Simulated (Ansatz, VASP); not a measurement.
**InP: VASP beside Ansatz**

File INCAR:

```
SYSTEM = InP
ALGO     = Normal         ! electronic algorithm
EDIFF    = 1E-6           ! SCF threshold, eV
ENCUT    = 520            ! plane-wave cutoff, eV
GGA      = PS             ! functional
ISIF     = 2              ! what is computed and relaxed
ISMEAR   = 0              ! smearing method
LASPH    = .TRUE.         ! aspherical terms in the spheres
LCHARG   = .FALSE.        ! write CHGCAR
LREAL    = .FALSE.        ! projectors in reciprocal space
LWAVE    = .FALSE.        ! write WAVECAR
NBANDS   = 16             ! bands
NELM     = 60             ! most SCF steps
PREC     = Accurate       ! precision mode
SIGMA    = 0.01           ! smearing width, eV
```

The input KPOINTS:

```
k-points
0
G
  6 6 6
  0 0 0
```

File POSCAR:

```
InP
1.0
    0.0000000000      2.8501715552      2.8501715552
    2.8501715552      0.0000000000      2.8501715552
    2.8501715552      2.8501715552      0.0000000000
In P
1 1
Direct
    0.0000000000      0.0000000000      0.0000000000
    0.2500000000      0.2500000000      0.2500000000
```

Input for Ansatz:

```yaml
crystal:
  lattice:
    - [0.0, 2.8501715552343576, 2.8501715552343576]
    - [2.8501715552343576, 0.0, 2.8501715552343576]
    - [2.8501715552343576, 2.8501715552343576, 0.0]
  atoms:
    - { symbol: In, position: [0.0, 0.0, 0.0] }
    - { symbol: P, position: [0.25, 0.25, 0.25] }
basis:
  ecutwfc: 462.593566181796
kpoints:
  mp_grid:
    grid: [6, 6, 6]
hamiltonian:
  xc: pbesol
  pseudopotentials:
    kind: paw
scf:
  occupations:
    method: fixed
output:
  stress: true
```

Alike in both runs: task single point; functional PBEsol; k mesh 6 × 6 × 6; no spin polarisation.

|  | VASP | Ansatz |
| --- | --- | --- |
| version | VASP 6.6.1 | Ansatz 0.2.0 |
| potentials or method | VASP PAW PBE potentials, release 64 (In_d, P), cutoff 520 eV | plane waves, PAW |
| occupations | gaussian, width 0.01 eV | fixed |
| valence electrons in the cell | 18 | 18 |

|  | VASP | Ansatz | Ansatz less VASP |
| --- | --- | --- | --- |
| pressure (GPa) | 7.6 | 7.6 | +0.04 |

VASP's potentials were made for PBE, not for PBEsol.
